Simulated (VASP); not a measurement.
A run of VASP 6.6.1:

File INCAR:

```
SYSTEM = Ir2Pt
PREC     = Accurate       ! precision mode
ENCUT    = 500            ! plane-wave cutoff, eV
EDIFF    = 1E-6           ! SCF threshold, eV
ISMEAR   = 0              ! smearing method
SIGMA    = 0.1            ! smearing width, eV
LREAL    = .FALSE.        ! projectors in reciprocal space
LASPH    = .TRUE.         ! aspherical terms in the spheres
NELM     = 120            ! most SCF steps
ALGO     = Normal         ! electronic algorithm
ISIF     = 2              ! what is computed and relaxed
LWAVE    = .FALSE.        ! write WAVECAR
LCHARG   = .FALSE.        ! write CHGCAR
GGA      = PE             ! functional
NBANDS   = 21             ! bands
GGA_COMPAT= .FALSE.
```

The input KPOINTS:

```
regular mesh
0
G
  6 6 6
  0 0 0
```

The input POSCAR:

```
Ir2Pt
1.0
    4.3938813666      0.0000000000      0.0000000000
   -2.1969406833      3.8052128847      0.0000000000
    0.0000000000      0.0000000000      2.7583503596
Ir Pt
2 1
Direct
    0.3333333333      0.6666666667      0.5000000000
    0.6666666667      0.3333333333      0.5000000000
    0.0000000000      0.0000000000      0.0000000000
```

Potentials or basis: VASP PAW PBE potentials, release 64 (Ir, Pt).

Run with:

```bash
$ cat potpaw_PBE.64/Ir/POTCAR potpaw_PBE.64/Pt/POTCAR > POTCAR
$ mpirun -np 1 vasp_std > vasp.out
```

Hardware: 1 thread of AMD EPYC 7R43 64-Core Processor (Zen 3), on a shared host.

Q: Estimate the wall time of this run.

A: Run time: 26 s on 1 thread of AMD EPYC 7R43 64-Core Processor (Zen 3), on a shared host, peak memory 0.14 GiB. Counts: scf iterations 13, k points 28.
